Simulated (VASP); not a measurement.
Here is a VASP 6.6.1 calculation.

File INCAR:

```
PREC = Accurate
ENCUT = 520
EDIFF = 1E-7
ISMEAR = 0
SIGMA = 0.1
LREAL = False
LASPH = True
NELM = 60
ALGO = Normal
ISIF = 2
LWAVE = False
LCHARG = True
GGA = PS
LELF = True
LVHAR = True
NBANDS = 28
```

Contents of KPOINTS:

```
regular mesh
0
Gamma
  4 4 1
```

The input POSCAR:

```
Mg12F
1.0
    6.4200000000      0.0000000000      0.0000000000
    3.2100000000      5.5598830000      0.0000000000
    0.0000000000      0.0000000000     18.2130400000
Mg F
12 1
Direct
    0.0000000000      0.0000000000      0.0549057159
    0.5000000000      0.0000000000      0.0549057159
   -0.0000000450      0.5000000899      0.0549057159
    0.4999999550      0.5000000899      0.0549057159
   -0.1668366803      0.3338138590      0.1948280463
    0.3334648813      0.3333010785      0.1927264751
   -0.1667883108      0.8331121356      0.1948332623
    0.3342810357      0.8328802962      0.1948182182
    0.0002513736     -0.0000856133      0.3306954797
    0.5033165130     -0.0064828702      0.3385823015
   -0.0067224826      0.5033730026      0.3384504728
    0.5032744000      0.5031521347      0.3386078326
    1.3331778084      0.3332883084      0.3821318133
```

Potentials or basis: VASP PAW PBE potentials, release 64 (Mg, F).

Launch:

```bash
$ cat potpaw_PBE.64/Mg/POTCAR potpaw_PBE.64/F/POTCAR > POTCAR
$ mpirun -np 1 vasp_std > vasp.out
```

Task: Estimate the band gap on the k mesh.

Result: Zero (an odd number of electrons rules out a gap without spin polarisation).

Task: What does it give for the largest force?

Result: 0.084 eV/Å.

Forces on the atoms (eV/Å):
```
Mg   0.001  0.000  0.084
Mg   0.001 -0.028 -0.027
Mg  -0.024  0.014 -0.026
Mg   0.025  0.014 -0.027
Mg   0.001 -0.001  0.002
Mg  -0.001  0.000 -0.001
Mg   0.000  0.000  0.001
Mg  -0.004  0.002  0.003
Mg  -0.002  0.001  0.000
Mg  -0.001 -0.008 -0.004
Mg  -0.002  0.001  0.000
Mg   0.006  0.004 -0.005
F    0.001  0.002 -0.002
```

Caveat: there is no dipole correction, which matters where the two faces differ; the PAW data sets were made with another functional, which shifts forces and pressure a little.
